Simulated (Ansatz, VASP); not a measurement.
## One calculation of HfTi11O24, two programs

```
Hf Ti O
1.0
     4.59220    4.59220    0.00000
    -4.59220    4.59220    0.00000
     0.00000    0.00000    8.87220
Hf Ti O
1 11 24
Direct
  0.00000 0.00000 0.00000
  0.00000 0.00000 0.33333
  0.00000 0.00000 0.66667
  0.50000 0.50000 0.00000
  0.50000 0.50000 0.33333
  0.50000 0.50000 0.66667
  0.50000 0.00000 0.16667
  0.50000 0.00000 0.50000
  0.50000 0.00000 0.83333
  0.00000 0.50000 0.16667
  0.00000 0.50000 0.50000
  0.00000 0.50000 0.83333
  0.30496 0.00000 0.00000
  0.30496 0.00000 0.33333
  0.30496 0.00000 0.66667
  0.80496 0.50000 0.00000
  0.80496 0.50000 0.33333
  0.80496 0.50000 0.66667
  0.50000 0.30496 0.16667
  0.50000 0.30496 0.50000
  0.50000 0.30496 0.83333
  0.00000 0.80496 0.16667
  0.00000 0.80496 0.50000
  0.00000 0.80496 0.83333
  0.69504 0.00000 0.00000
  0.69504 0.00000 0.33333
  0.69504 0.00000 0.66667
  0.19504 0.50000 0.00000
  0.19504 0.50000 0.33333
  0.19504 0.50000 0.66667
  0.50000 0.69504 0.16667
  0.50000 0.69504 0.50000
  0.50000 0.69504 0.83333
  0.00000 0.19504 0.16667
  0.00000 0.19504 0.50000
  0.00000 0.19504 0.83333
```

Alike in both runs: task electric field gradients; functional PBE; k mesh 3 × 3 × 2; occupations fermi-dirac, width 0.01 eV; no spin polarisation.

|  | VASP | Ansatz |
| --- | --- | --- |
| version | VASP 6.6.1 | Ansatz 0.2.0 |
| potentials or method | VASP PAW PBE potentials, release 64 (Hf_pv, Ti_sv, O) | plane-wave PAW, scalar-relativistic |
| plane-wave cutoff (eV) | 520 | 420 |
| valence electrons in the cell | 286 | 302 |

```csv
,VASP,Ansatz,Ansatz less VASP
gap on the k mesh at the Fermi level (eV),1.89,1.92,+0.031
pressure (GPa),11.3,10.9,-0.34
"traceless stress, the component that is largest in VASP (GPa)",1.45,1.30,-0.152
rms of the force components (eV/Å),0.650,0.690,+0.0400
size of Vzz on the site where it differs most (V/Å²),145.3,166.4,+21.10
```

Atom by atom the forces differ by 0.043 eV/Å (rms over components). One of these differences is far larger than is usual between the two programs; its cause wasn't traced. VASP's potentials hold 286 valence electrons a cell and Ansatz's 302, so a difference there can come from the potentials and not from the codes.

Spin-orbit coupling is off throughout.
